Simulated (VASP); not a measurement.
A run of VASP 6.6.1 is set up as follows.

File INCAR:

```
PREC     = Accurate       # precision mode
ENCUT    = 520            # plane-wave cutoff, eV
EDIFF    = 1E-6           # SCF threshold, eV
ISMEAR   = 0              # smearing method
SIGMA    = 0.05           # smearing width, eV
LREAL    = False          # projectors in reciprocal space
LASPH    = True           # aspherical terms in the spheres
NELM     = 100            # most SCF steps
ALGO     = Normal         # electronic algorithm
ISIF     = 2              # what is computed and relaxed
LWAVE    = False          # write WAVECAR
LCHARG   = False          # write CHGCAR
GGA      = PE             # functional
NBANDS   = 11             # bands
```

File KPOINTS:

```
regular mesh
0
Gamma
  10 10 10
```

The input POSCAR:

```
AlN
1.0
    0.1212360008      2.0415528035      2.0415528035
    2.0415528035      0.1212360008      2.0415528035
    2.0415528035      2.0415528035      0.1212360008
Al N
1 1
Direct
    0.5000000000      0.5000000000      0.5000000000
    0.0000000000      0.0000000000      0.0000000000
```

Potentials or basis: VASP PAW PBE potentials, release 64 (Al, N).

Command:

```console
$ cat potpaw_PBE.64/Al/POTCAR potpaw_PBE.64/N/POTCAR > POTCAR
$ mpirun -np 1 vasp_std > vasp.out
```

Problem. Estimate the pressure.

Solution. 25.4 GPa.

Problem. What does it give for the band gap on the k mesh?

Solution. 3.70 eV, indirect (least direct gap 5.46 eV).

Stress tensor (GPa, compression positive):
```
 25.37 -22.64 -22.64
-22.64  25.37 -22.64
-22.64 -22.64  25.37
```

A k mesh can miss the band edges.
